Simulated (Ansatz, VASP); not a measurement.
# Two plane-wave programs on Ir

```
CELL_PARAMETERS angstrom
2.54764 0.00000 0.00000
0.00000 2.54764 0.00000
0.00000 0.00000 2.54764
ATOMIC_POSITIONS crystal
Ir 0.00000 0.00000 0.00000
```

Alike in both runs: task relaxation of cell and atoms; functional r2SCAN; k mesh 22 × 22 × 22; occupations gaussian, width 0.1 eV; no spin polarisation.

```csv
,VASP,Ansatz
version,VASP 6.6.1,Ansatz 0.2.0
potentials or method,"VASP PAW PBE potentials, release 64 (Ir), cutoff 600 eV","scalar-relativistic, plane waves, PAW"
valence electrons in the cell,9,17
```

```tsv
	VASP	Ansatz	Ansatz less VASP
gap on the k mesh at the Fermi level, each at its own relaxed structure (eV)	none	none	-
relaxed volume (Å³/atom)	16.71	16.61	-0.101
relaxed cell length with the largest relative difference (Å)	2.557	2.551	-0.0052
```

VASP's potentials were made for PBE, not for r2SCAN. A gap of «none» marks a metal or a gap that the smearing closes. VASP's potentials hold 9 valence electrons a cell and Ansatz's 17, so a difference there can come from the potentials and not from the codes.

Spin-orbit coupling is off throughout.
